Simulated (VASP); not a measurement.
# MoW14 (a cell with a defect) in VASP: notebook, part 2 of 2

VASP 6.6.1. Earlier steps stand in the parts before.

## (3) Single point, PBEsol

Contents of INCAR:

```
PREC = Accurate ; ENCUT = 520
EDIFF = 1E-6 ; ISMEAR = 0
SIGMA = 0.1 ; LREAL = Auto
LASPH = True ; NELM = 60
ALGO = Normal ; ISIF = 2
LWAVE = False ; LCHARG = True
GGA = PS ; LELF = True
LVHAR = True ; NBANDS = 118
```

Contents of KPOINTS:

```
regular mesh
0
Gamma
  3 3 3
```

Contents of POSCAR:

```
MoW14
1.0
    6.3200000000      0.0000000000      0.0000000000
    0.0000000000      6.3200000000      0.0000000000
    0.0000000000      0.0000000000      6.3200000000
Mo W
1 14
Direct
   -0.2480525316      0.2480525316     -0.2480525316
    0.5000838608      0.0002435127     -0.0002435127
   -0.0002435127      0.4999161392     -0.0002435127
   -0.0002435127      0.0002435127      0.5000838608
    0.2479012658      0.2480344937      0.2479012658
    0.5001879747      0.4998120253      0.0000077532
    0.5001879747     -0.0000077532      0.5001879747
    0.7517357595      0.2482642405      0.2483360759
    0.0000077532      0.4998120253      0.5001879747
    0.2482110759      0.7517889241      0.2482110759
    0.2483360759      0.2482642405      0.7517357595
    0.5002854430      0.4997145570      0.5002854430
    0.7519655063      0.7520987342      0.2479012658
    0.2479012658      0.7520987342      0.7519655063
    0.7517357595      0.7516639241      0.7517357595
```

Potentials or basis: VASP PAW PBE potentials, release 64 (Mo_sv, W_sv).

On the command line:

```sh
$ cat potpaw_PBE.64/Mo_sv/POTCAR potpaw_PBE.64/W_sv/POTCAR > POTCAR
$ mpirun -np 1 vasp_std > vasp.out
```

OUTCAR:

```text
PREC = Accurate
   ENCUT = 520
   EDIFF = 1E-6
   ISMEAR = 0
   LREAL = Auto
   LASPH = True
   NELM = 60
   ISIF = 2
   GGA = PS

 ion  position               nearest neighbor table
   1  0.752  0.248  0.752-   2 2.73   3 2.73   4 2.73   6 2.74   7 2.74   9 2.74  12 2.75  11 3.14
                             8 3.14  15 3.14  15 3.18   8 3.18  11 3.18
   2  0.500  0.000  1.000-   1 2.73  11 2.73   5 2.73  14 2.73  13 2.73  15 2.73   8 2.73  10 2.73
                             6 3.16   7 3.16   7 3.16   6 3.16
   3  1.000  0.500  1.000-   1 2.73  15 2.73  14 2.73  13 2.73   5 2.73  11 2.73   8 2.73  10 2.73
                             9 3.16   6 3.16   6 3.16   9 3.16
   4  1.000  0.000  0.500-   1 2.73   8 2.73   5 2.73  13 2.73  14 2.73  11 2.73  15 2.73  10 2.73
                             9 3.16   7 3.16   7 3.16   9 3.16
   5  0.248  0.248  0.248-   2 2.73   4 2.73   3 2.73   6 2.74   9 2.74   7 2.75  12 2.76   8 3.14
                            11 3.14  10 3.14  10 3.18   8 3.18  11 3.18
   6  0.500  0.500  0.000-   8 2.74   1 2.74  11 2.74  15 2.74  13 2.74   5 2.74  10 2.74  14 2.75
                             3 3.16   2 3.16  12 3.16  12 3.16   2 3.16   3 3.16
   7  0.500  1.000  0.500-  15 2.74   1 2.74  11 2.74   8 2.74  14 2.74  13 2.74  10 2.74   5 2.75
                             4 3.16   2 3.16  12 3.16  12 3.16   2 3.16   4 3.16
   8  0.752  0.248  0.248-   4 2.73   3 2.73   2 2.73   6 2.74   7 2.74   9 2.74  12 2.75   5 3.14
                            13 3.14   1 3.14   1 3.18  13 3.18   5 3.18
   9  0.000  0.500  0.500-  11 2.74   1 2.74   8 2.74  15 2.74  14 2.74   5 2.74  10 2.74  13 2.75
                             4 3.16   3 3.16  12 3.16  12 3.16   4 3.16   3 3.16
  10  0.248  0.752  0.248-   2 2.73   3 2.73   4 2.73   6 2.74   7 2.74   9 2.74  12 2.76   5 3.14
                            13 3.14  14 3.14  13 3.18  14 3.18   5 3.18
  11  0.248  0.248  0.752-   2 2.73   3 2.73   4 2.73   9 2.74   7 2.74   6 2.74  12 2.75  14 3.14
                             5 3.14   1 3.14   1 3.18  14 3.18   5 3.18
  12  0.500  0.500  0.500-   8 2.75  11 2.75  15 2.75   1 2.75  10 2.76  13 2.76  14 2.76   5 2.76
                             9 3.16   7 3.16   6 3.16   7 3.16   6 3.16   9 3.16
  13  0.752  0.752  0.248-   3 2.73   4 2.73   2 2.73   6 2.74   7 2.74   9 2.75  12 2.76   8 3.14
                            15 3.14  10 3.14  10 3.18   8 3.18  15 3.18
  14  0.248  0.752  0.752-   2 2.73   3 2.73   4 2.73   7 2.74   9 2.74   6 2.75  12 2.76  11 3.14
                            15 3.14  10 3.14  10 3.18  15 3.18  11 3.18
  15  0.752  0.752  0.752-   3 2.73   2 2.73   4 2.73   7 2.74   6 2.74   9 2.74  12 2.75  14 3.14
                            13 3.14   1 3.14   1 3.18  13 3.18  14 3.18

  LATTYP: Found a simple cubic cell.
 ALAT       =     6.3200000000

  Lattice vectors:

 A1 = (   6.3200000000,   0.0000000000,   0.0000000000)
 A2 = (   0.0000000000,   6.3200000000,   0.0000000000)
 A3 = (   0.0000000000,   0.0000000000,   6.3200000000)

Analysis of symmetry for initial positions (statically):
=====================================================================
 Subroutine PRICEL returns:
 Original cell was already a primitive cell.

 Routine SETGRP: Setting up the symmetry group for a
 simple cubic supercell.

 Subroutine GETGRP returns: Found  6 space group operations
 (whereof  6 operations were pure point group operations)
 out of a pool of 48 trial point group operations.

The static configuration has the point symmetry C_3v.

Analysis of symmetry for dynamics (positions and initial velocities):
=====================================================================
 Subroutine PRICEL returns:
 Original cell was already a primitive cell.

 Routine SETGRP: Setting up the symmetry group for a
 simple cubic supercell.

[... 110 lines left out ...]
   NELM   =     60;   NELMIN=  2; NELMDL= -5     # of ELM steps
   EDIFF  = 0.1E-05   stopping-criterion for ELM
   LREAL  =      T    real-space projection
   EDIFFG = 0.1E-04   stopping-criterion for IOM
   NSW    =      0    number of steps for IOM
   IBRION =     -1    ionic relax: 0-MD 1-quasi-New 2-CG
   NFREE  =      0    steps in history (QN), initial steepest desc. (CG)
   ISIF   =      2    stress and relaxation
   ISYM   =      2    0-nonsym 1-usesym 2-fastsym
   POTIM  = 0.5000    time-step for ionic-motion
   TEBEG  =    0.0;   TEEND  =   0.0 temperature during run
   PSTRESS=    0.0 pullay stress
   NELECT =     210.0000    total number of electrons
   NUPDOWN=      -1.0000    fix difference up-down
   EMIN   =  10.00;   EMAX   =-10.00  energy-range for DOS
   EFERMI =   0.00;   METHOD = LEGACY
   ISMEAR =     0;   SIGMA  =   0.10  broadening in eV -4-tet -1-fermi 0-gaus
   EFERMI_NEDOS =   21; number of points for ismear=-14 and -15
   IALGO  =     38    algorithm
   IMIX   =      4    mixing-type and parameters
     AMIX     =   0.40;   BMIX     =  1.00
     AMIX_MAG =   1.60;   BMIX_MAG =  1.00
  volume/ion in A,a.u.               =      16.83       113.57
  Fermi-wavevector in a.u.,A,eV,Ry     =   1.539681  2.909576 32.254225  2.370619
  Thomas-Fermi vector in A             =   2.645875
   LORBIT       =      0    0 simple, 1 ext, 2 COOP (PROOUT), +10 PAW based schemes
   GGA     = PS    functional components
   LHFCALC =     F    Hartree Fock is set to
   AEXX    =    0.0000 exact exchange contribution
   IVDW    =     0    specifies the selected vdW correction
   LEPSILON=     F    determine dielectric tensor
   LRPA    =     F    only Hartree local field effects (RPA)
 non-spin polarized calculation
 Gauss-broadening in eV      SIGMA  =   0.10
  energy-cutoff  :      520.00
  volume of cell :      252.44
 maximum number of plane-waves:      6859
 NGX is ok and might be reduce to    48
   NGX = 23   NGY = 23   NGZ = 23

 number of electron     210.0000003 magnetization

 Free energy of the ion-electron system (eV)
  ---------------------------------------------------
  ext. energy  EPLUGINS =         0.00000000
  ---------------------------------------------------
  free energy    TOTEN  =      -201.27884649 eV

  energy without entropy =     -201.20295655  energy(sigma->0) =     -201.24090152

 E-fermi :  10.1124     XC(G=0): -13.3219

 val. band max:       10.0760595058   @ k =   0.0000   0.0000   0.0000
 cond. band min:      10.1183390229   @ k =   0.3333   0.3333   0.0000
 fundamental gap:      0.0422795171
 Fermi energy:        10.1123634146

 k-point     1 :       0.0000    0.0000    0.0000
  band No.  band energies     occupation
      1     -63.7142      2.00000
      2     -63.6516      2.00000
      3     -63.6516      2.00000
      4     -63.6354      2.00000
      5     -63.6230      2.00000
      6     -63.6152      2.00000
[... 709 lines left out ...]
    116      12.3976      0.00000
    117      12.3995      0.00000
 [bands above 117 left out]

------------------------ aborting loop because EDIFF is reached ----------------------------------------

  FORCE on cell =-STRESS in cart. coord.  units (eV):
  Direction    XX          YY          ZZ          XY          YZ          ZX
  --------------------------------------------------------------------------------------
  -------------------------------------------------------------------------------------
  Total      -12.9563712    -12.9563712    -12.9563712     -0.0669893     -0.0669893      0.0669893
  in kB      -82.2323552    -82.2323552    -82.2323552     -0.4251723     -0.4251723      0.4251723
  external PRESSURE =     -82.2323552 kB  Pullay stress =       0.0000000 kB

 VOLUME and BASIS-vectors are now :
 -----------------------------------------------------------------------------
  energy-cutoff  :      520.00
  volume of cell :      252.44
      direct lattice vectors                 reciprocal lattice vectors
     6.320000000  0.000000000  0.000000000     0.158227848  0.000000000  0.000000000
     0.000000000  6.320000000  0.000000000     0.000000000  0.158227848  0.000000000
     0.000000000  0.000000000  6.320000000     0.000000000  0.000000000  0.158227848

 POSITION                                       TOTAL-FORCE (eV/Angst)
 -----------------------------------------------------------------------------------
      4.75231      1.56769      4.75231         0.011739     -0.011739      0.011739
      3.16053      0.00154      6.31846         0.000130      0.003695     -0.003695
      6.31846      3.15947      6.31846        -0.003695     -0.000130     -0.003695
      6.31846      0.00154      3.16053        -0.003695      0.003695      0.000130
      1.56674      1.56758      1.56674        -0.018786     -0.015757     -0.018786
      3.16119      3.15881      0.00005         0.002037     -0.002037      0.000562
      3.16119      6.31995      3.16119         0.002037     -0.000562      0.002037
      4.75097      1.56903      1.56948        -0.000052      0.000052      0.001119
      0.00005      3.15881      3.16119         0.000562     -0.002037      0.002037
      1.56869      4.75131      1.56869        -0.003792      0.003792     -0.003792
      1.56948      1.56903      4.75097         0.001119      0.000052     -0.000052
      3.16180      3.15820      3.16180         0.015476     -0.015476      0.015476
      4.75242      4.75326      1.56674         0.015757      0.018786     -0.018786
      1.56674      4.75326      4.75242        -0.018786      0.018786      0.015757
      4.75097      4.75052      4.75097        -0.000052     -0.001119     -0.000052
 -----------------------------------------------------------------------------------
    total drift:                               -0.002357      0.002357     -0.002357

  FREE ENERGIE OF THE ION-ELECTRON SYSTEM (eV)
  ---------------------------------------------------
  free  energy   TOTEN  =      -201.2788464889 eV

  energy  without entropy=     -201.2029565499  energy(sigma->0) =     -201.24090152
```

It took 2.4 min on 1 thread of Intel Xeon 6975P-C (Granite Rapids), shared host; peak memory 0.39 GiB.

What came out:

```
Free energy            : -201.2788 eV
Pressure               : -8.2 GPa
Largest force          : 0.031 eV/Å
Band gap on the k mesh : zero (filled and empty bands touch)
```

Forces on the atoms (eV/Å):
```
Mo   0.012 -0.012  0.012
W    0.000  0.004 -0.004
W   -0.004  0.000 -0.004
W   -0.004  0.004  0.000
W   -0.019 -0.016 -0.019
W    0.002 -0.002  0.001
W    0.002 -0.001  0.002
W    0.000  0.000  0.001
W    0.001 -0.002  0.002
W   -0.004  0.004 -0.004
W    0.001  0.000  0.000
W    0.015 -0.015  0.015
W    0.016  0.019 -0.019
W   -0.019  0.019  0.016
W    0.000 -0.001  0.000
```

Caveat: the PAW data sets were made with another functional, which shifts forces and pressure a little; spin-orbit coupling is left out, which moves the levels of the heavy elements.

## (4) Single point, PBEsol

Contents of INCAR:

```
  ALGO = Normal
  EDIFF = 1E-7
  ENCUT = 520
  GGA = PS
  ISIF = 2
  ISMEAR = 0
  LASPH = True
  LCHARG = False
  LREAL = Auto
  LWAVE = False
  NBANDS = 118
  NELM = 60
  PREC = Accurate
  SIGMA = 0.1
```

Contents of KPOINTS:

```
k-points
0
Gamma
  3 3 3
```

Contents of POSCAR:

```
MoW14
1.0
    6.3200000000      0.0000000000      0.0000000000
    0.0000000000      6.3200000000      0.0000000000
    0.0000000000      0.0000000000      6.3200000000
Mo W
1 14
Direct
   -0.0472250000      0.0467568038     -0.0475452532
    0.4953444620     -0.0037047468      0.0029164557
    0.0032365506      0.5041873418      0.0029164557
    0.0032365506     -0.0037049051      0.4950242089
    0.2482963608      0.2502066456      0.2479762658
    0.5029539557      0.4965778481     -0.0004610759
    0.5029539557     -0.0003273734      0.5026337025
    0.7451425633      0.2543892405      0.2550794304
   -0.0001409810      0.4965778481      0.5026338608
    0.2469620253      0.7525697785      0.2466419304
    0.2553995253      0.2543890823      0.7448224684
    0.5036412975      0.4958903481      0.5033212025
    0.7493251582      0.7512352848      0.2479762658
    0.2482963608      0.7512352848      0.7490049051
    0.7451425633      0.7441322785      0.7448224684
```

On the command line:

```sh
$ cat potpaw_PBE.64/Mo_sv/POTCAR potpaw_PBE.64/W_sv/POTCAR > POTCAR
$ mpirun -np 1 vasp_std > vasp.out
```

It took 2.7 min on 1 thread of Intel Xeon 6975P-C (Granite Rapids), shared host; peak memory 0.38 GiB.

It converged, with:

| Quantity | Value |
| --- | --- |
| Free energy | -200.6518 eV |
| Pressure | -8.0 GPa |
| Largest force | 2.030 eV/Å |
| Band gap on the k mesh | zero (band 105 reaches 10.27 eV, above the bottom of band 106 at 10.06 eV) |

Forces in eV/Å, atoms in the order of the input:
```
Mo   1.172 -1.172  1.172
W   -0.092  0.096 -0.096
W   -0.096  0.092 -0.096
W   -0.096  0.096 -0.092
W   -0.088  0.071 -0.088
W   -0.124  0.124 -0.038
W   -0.124  0.038 -0.124
W   -0.072  0.072 -0.190
W   -0.038  0.124 -0.124
W   -0.049  0.049 -0.049
W   -0.190  0.072 -0.072
W    0.029 -0.029  0.029
W   -0.071  0.088 -0.088
W   -0.088  0.088 -0.071
W   -0.072  0.190 -0.072
```

Stress tensor (GPa, compression positive):
```
-8.02  1.44 -1.44
 1.44 -8.02  1.44
-1.44  1.44 -8.02
```

Levels at points of the mesh, in eV from the Fermi level:
| k point | band 101 | band 102 | band 103 | band 104 | band 105 | band 106 | band 107 | band 108 | band 109 | band 110 |
| --- | --- | --- | --- | --- | --- | --- | --- | --- | --- | --- |
| (0.00, 0.00, 0.00) | -0.15 | -0.15 | -0.03 | 0.01 | 0.01 | 0.84 | 0.84 | 1.14 | 1.18 | 1.18 |

Caveat: the PAW data sets were made with another functional, which shifts forces and pressure a little; spin-orbit coupling is left out, which moves the levels of the heavy elements.
